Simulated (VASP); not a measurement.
Wanted: the native input for a VASP 6.6.1 run.

```
Task                   : single point
Functional             : r2SCAN
Potentials or basis    : VASP PAW PBE potentials, release 64 (Ga_d, N)
Cutoff                 : 520 eV
k mesh                 : 8 × 8 × 4
Occupations            : gaussian, width 0.01 eV
Spin                   : no spin polarisation
Dipole correction      : no
Further INCAR settings : ALGO = Normal; EDIFF = 1e-07; NBANDS = 26
```

GaN:

```
Ga N
1.0
     3.24676    0.00000    0.00000
    -1.62338    2.81178    0.00000
     0.00000    0.00000    5.13469
Ga N
2 2
Direct
  0.33333 0.66667 0.99681
  0.66667 0.33333 0.49681
  0.33333 0.66667 0.37819
  0.66667 0.33333 0.87819
```

This cell differs from its parent crystal: film at in-plane strain +0.02.

These files were run (other wordings do the same):

POSCAR

```
GaN
1.0
    3.2467646094      0.0000000000      0.0000000000
   -1.6233823047      2.8117806318      0.0000000000
    0.0000000000      0.0000000000      5.1346873885
Ga N
2 2
Direct
    0.3333333333      0.6666666667     -0.0031889342
    0.6666666667      0.3333333333      0.4968110658
    0.3333333333      0.6666666667      0.3781889342
    0.6666666667      0.3333333333      0.8781889342
```

INCAR.step1

```
SYSTEM = GaN
PREC     = Accurate       ! precision mode
ENCUT    = 520            ! plane-wave cutoff, eV
ISMEAR   = 0              ! smearing method
SIGMA    = 0.01           ! smearing width, eV
LREAL    = .FALSE.        ! projectors in reciprocal space
LASPH    = .TRUE.         ! aspherical terms in the spheres
NELM     = 100            ! most SCF steps
NBANDS   = 26             ! bands
GGA      = PE             ! functional
ALGO     = Normal         ! electronic algorithm
EDIFF    = 1E-4           ! SCF threshold, eV
LWAVE    = .TRUE.         ! write WAVECAR
LCHARG   = .FALSE.        ! write CHGCAR
```

INCAR.step2

```
SYSTEM = GaN
PREC     = Accurate       ! precision mode
ENCUT    = 520            ! plane-wave cutoff, eV
EDIFF    = 1E-7           ! SCF threshold, eV
ISMEAR   = 0              ! smearing method
SIGMA    = 0.01           ! smearing width, eV
LREAL    = .FALSE.        ! projectors in reciprocal space
LASPH    = .TRUE.         ! aspherical terms in the spheres
NELM     = 100            ! most SCF steps
ALGO     = Normal         ! electronic algorithm
ISIF     = 2              ! what is computed and relaxed
LWAVE    = .FALSE.        ! write WAVECAR
LCHARG   = .FALSE.        ! write CHGCAR
METAGGA  = R2SCAN         ! meta-GGA
LMIXTAU  = .TRUE.       
NBANDS   = 26             ! bands
ISTART   = 1
```

KPOINTS

```
regular mesh
0
G
  8 8 4
  0 0 0
```

Potentials or basis: VASP PAW PBE potentials, release 64 (Ga_d, N).

The run is started by

```console
$ cat potpaw_PBE.64/Ga_d/POTCAR potpaw_PBE.64/N/POTCAR > POTCAR
$ cp INCAR.step1 INCAR
$ mpirun -np 1 vasp_std > vasp.out
$ cp INCAR.step2 INCAR
$ mpirun -np 1 vasp_std > vasp.out
```

It gave:

```yaml
Pressure: -4.6 GPa
Largest_force: 0.015 eV/Å
Band_gap_on_the_k_mesh: 2.09 eV
```

Caveat: the cell differs from its parent crystal (film at in-plane strain +0.02); the cell stands under tension; the PAW data sets were made with another functional, which shifts forces and pressure a little.

Wall time 2.9 min on 1 thread of Intel Xeon 8259CL, with other jobs on the host, peak memory 0.18 GiB.
